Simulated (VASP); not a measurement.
Here is a VASP 6.6.1 calculation.

POSCAR

```
NaH
1.0
    2.9551240000      0.0000000000      0.0000000000
    0.0000000000      2.9551240000      0.0775720050
    0.0000000000      0.0775720050      2.9551240000
Na H
1 1
Direct
    0.0000000000      0.0000000000      0.0000000000
    0.5000000000      0.5000000000      0.5000000000
```

The input INCAR.step1:

```
SYSTEM = NaH
  ALGO = Normal
  EDIFF = 1E-4
  ENCUT = 520
  GGA = PE
  ISMEAR = 0
  LASPH = .TRUE.
  LCHARG = .FALSE.
  LREAL = .FALSE.
  LWAVE = .TRUE.
  NBANDS = 11
  NELM = 100
  PREC = Accurate
  SIGMA = 0.05
```

Contents of INCAR.step2:

```
SYSTEM = NaH
  ALGO = Normal
  EDIFF = 1E-7
  ENCUT = 520
  ISIF = 2
  ISMEAR = 0
  ISTART = 1
  LASPH = .TRUE.
  LCHARG = .FALSE.
  LMIXTAU = .TRUE.
  LREAL = .FALSE.
  LWAVE = .FALSE.
  METAGGA = R2SCAN
  NBANDS = 11
  NELM = 100
  PREC = Accurate
  SIGMA = 0.05
```

Contents of KPOINTS:

```
k-points
0
G
  10 10 10
  0 0 0
```

Potentials or basis: VASP PAW PBE potentials, release 64 (Na_pv, H).

Run with:

```console
$ cat potpaw_PBE.64/Na_pv/POTCAR potpaw_PBE.64/H/POTCAR > POTCAR
$ cp INCAR.step1 INCAR
$ mpirun -np 1 vasp_std > vasp.out
$ cp INCAR.step2 INCAR
$ mpirun -np 1 vasp_std > vasp.out
```

Problem. What does it give for the pressure?

Solution. -0.8 GPa.

Problem. What does it give for the band gap on the k mesh?

Solution. 1.62 eV, indirect (least direct gap 5.10 eV).

Stress tensor (GPa, compression positive):
```
-0.90  0.00  0.00
 0.00 -0.74  0.25
 0.00  0.25 -0.74
```

Caveat: the cell differs from its parent crystal (strain +0.0525 x Voigt [0, 0, 0, 1, 0, 0]); the PAW data sets were made with another functional, which shifts forces and pressure a little. A k mesh can miss the band edges.
